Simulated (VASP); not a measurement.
A run of VASP 6.6.1 is set up as follows.

The input INCAR:

```
PREC     = Accurate       # precision mode
ENCUT    = 520            # plane-wave cutoff, eV
EDIFF    = 1E-6           # SCF threshold, eV
ISMEAR   = 0              # smearing method
SIGMA    = 0.1            # smearing width, eV
LREAL    = False          # projectors in reciprocal space
LASPH    = True           # aspherical terms in the spheres
NELM     = 60             # most SCF steps
ALGO     = Normal         # electronic algorithm
ISIF     = 2              # what is computed and relaxed
LWAVE    = False          # write WAVECAR
LCHARG   = True           # write CHGCAR
GGA      = PE             # functional
LELF     = True           # ELF
LVHAR    = True         
NBANDS   = 30             # bands
```

Contents of KPOINTS:

```
Automatic mesh
0
Gamma
  4 4 4
```

Contents of POSCAR:

```
Ge2Sb2Se
1.0
    4.4447225900      0.0000000000      0.0000000000
    0.0000000000      4.4447225900      0.0000000000
    0.0000000000      0.0000000000      6.2461182800
Ge Sb Se
2 2 1
Direct
    0.5000000000      0.5000000000      0.2009976600
    0.5000000000      0.5000000000      0.7990023400
    0.0000000000      0.0000000000      0.7400320000
    0.0000000000      0.0000000000      0.2599680000
    0.5000000000      0.5000000000      0.5000000000
```

Potentials or basis: VASP PAW PBE potentials, release 64 (Ge_d, Sb, Se).

The run is started by

```sh
$ cat potpaw_PBE.64/Ge_d/POTCAR potpaw_PBE.64/Sb/POTCAR potpaw_PBE.64/Se/POTCAR > POTCAR
$ mpirun -np 1 vasp_std > vasp.out
```

**Question.** What does it give for the band gap on the k mesh?

**Answer.** Zero (band 22 reaches 6.88 eV, above the bottom of band 23 at 5.73 eV).

**Question.** Estimate the pressure.

**Answer.** 26.0 GPa.

Forces in eV/Å, atoms in the order of the input:
```
Ge    0.000   0.000 -13.889
Ge    0.000   0.000  13.889
Sb    0.000   0.000   0.363
Sb    0.000   0.000  -0.363
Se    0.000   0.000   0.000
```

Caveat: spin-orbit coupling is left out, which moves the levels of the heavy elements; forces of over 1 eV/Å act on the atoms, so gaps and moduli don't describe the material at rest.
